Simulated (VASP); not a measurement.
**K: relaxation of cell and atoms with PBE**

Crystal: K.

```
CELL_PARAMETERS angstrom
8.29417 0.00000 0.00000
0.00000 8.29417 0.00000
0.00000 0.00000 8.29417
ATOMIC_POSITIONS crystal
K 0.00000 0.00000 0.00000
K 0.50000 0.50000 0.50000
K 0.25000 0.00000 0.50000
K 0.75000 0.00000 0.50000
K 0.50000 0.25000 0.00000
K 0.50000 0.75000 0.00000
K 0.00000 0.50000 0.25000
K 0.00000 0.50000 0.75000
```

```yaml
Program: VASP 6.6.1
Task: relaxation of cell and atoms
Functional: PBE
Potentials_or_basis: VASP PAW PBE potentials, release 64 (K_sv)
Cutoff: 600 eV
k_mesh: 3 × 3 × 3
Occupations: fermi-dirac, width 0.1 eV
Spin: no spin polarisation
Dipole_correction: no
Further_INCAR_settings: ALGO = Normal; EDIFF = 1e-06; IBRION = 2; EDIFFG = -0.01; NSW = 80; ISIF = 3
```

The relaxed volume is 74.87 Å³/atom, the relaxed cell is a = 8.430 Å, b = 8.430 Å, c = 8.430 Å, α = 90.00°, β = 90.00°, γ = 90.00° and the space group after relaxing (to 0.1 Å) is Pm-3n (No. 223). The energy gained by relaxing is 2.0 meV/atom, the ionic steps are 4 and the pressure after relaxing is 0.0 GPa. The band gap on the k mesh is zero (bands 36 and 37 overlap by 0.18 eV).

The path:
| step | energy change (eV) | largest force (eV/Å) | pressure (GPa) | volume (Å³) |
| --- | --- | --- | --- | --- |
| 1 | 0.0000 | 0.0000 | 0.18 | 570.58 |
| 2 | -0.0067 | 0.0000 | 0.14 | 577.31 |
| 3 | -0.0153 | 0.0000 | 0.03 | 594.05 |
| 4 | -0.0157 | 0.0000 | 0.00 | 598.98 |

Final structure:
```cif
data_structure
_symmetry_space_group_name_H-M 'P 1'
_symmetry_Int_Tables_number 1
_cell_length_a 8.4296
_cell_length_b 8.4296
_cell_length_c 8.4296
_cell_angle_alpha 90.000
_cell_angle_beta 90.000
_cell_angle_gamma 90.000
_cell_volume 598.98
loop_
_atom_site_label
_atom_site_type_symbol
_atom_site_fract_x
_atom_site_fract_y
_atom_site_fract_z
_atom_site_occupancy
K1 K 0.00000 0.00000 0.00000 1
K2 K 0.50000 0.50000 0.50000 1
K3 K 0.25000 0.00000 0.50000 1
K4 K 0.75000 0.00000 0.50000 1
K5 K 0.50000 0.25000 0.00000 1
K6 K 0.50000 0.75000 0.00000 1
K7 K 0.00000 0.50000 0.25000 1
K8 K 0.00000 0.50000 0.75000 1
```

Levels at points of the mesh, in eV from the Fermi level:
```
           k point  band 32  band 33  band 34  band 35  band 36  band 37  band 38  band 39  band 40  band 41
(0.00, 0.00, 0.00)   -15.66    -2.19    -0.06    -0.06    -0.04     0.09     0.09     0.09     1.55     1.55
```

Wall time 4 min on 1 thread of Intel(R) Xeon(R) 6975P-C (Granite Rapids), with other jobs on the host, peak memory 0.76 GiB.
